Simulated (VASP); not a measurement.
# Al2GaAs3: single point with PBE

Al2GaAs3:

```
Al Ga As
1.0
     4.01442    0.00000    0.00000
    -2.00721    3.47659    0.00000
     0.00000    0.00000    9.81957
Al Ga As
2 1 3
Cartesian
  0.0000 0.0000 -0.0019
  2.0072 1.1589 6.5409
  0.0000 2.3177 3.2770
  2.0072 1.1589 9.0018
  0.0000 2.3177 5.7321
  0.0000 0.0000 2.4539
```

```yaml
Program: VASP 6.6.1
Task: single point
Functional: PBE
Potentials_or_basis: VASP PAW PBE potentials, release 64 (Al, Ga_d, As)
Cutoff: 520 eV
k_mesh: 12 × 12 × 4
Occupations: fermi-dirac, width 0.02 eV
Spin: no spin polarisation
```

```json
{
  "Pressure": "2.4 GPa",
  "Largest force": "0.054 eV/Å",
  "Band gap on the k mesh": "1.13 eV, direct"
}
```

Forces on the atoms (eV/Å):
```
Al   0.000  0.000 -0.002
Al   0.000  0.000  0.018
Ga   0.000  0.000 -0.019
As   0.000  0.000 -0.003
As   0.000  0.000  0.054
As   0.000  0.000 -0.047
```

Stress tensor (GPa, compression positive):
```
2.32 0.00 0.00
0.00 2.32 0.00
0.00 0.00 2.46
```

Levels at points of the mesh, in eV from the valence-band top:
| k point | band 14 | band 15 | band 16 | band 17 | band 18 | band 19 | band 20 | band 21 |
| --- | --- | --- | --- | --- | --- | --- | --- | --- |
| (0.00, 0.00, 0.00) | -0.73 | -0.02 | 0.00 | 0.00 | 1.13 | 2.05 | 2.15 | 4.06 |
| (0.50, 0.00, 0.00) | -2.33 | -2.20 | -1.44 | -1.36 | 1.42 | 1.99 | 2.69 | 2.82 |
| (0.00, 0.00, 0.50) | -0.45 | -0.45 | -0.19 | -0.19 | 1.49 | 2.31 | 2.61 | 4.48 |
| (0.50, 0.00, 0.50) | -2.10 | -2.05 | -0.94 | -0.94 | 1.62 | 1.92 | 2.13 | 3.56 |

Wall time 6.1 min on 1 thread of AMD EPYC 7R13, with other jobs on the host, peak memory 0.38 GiB.

A k mesh can miss the band edges.
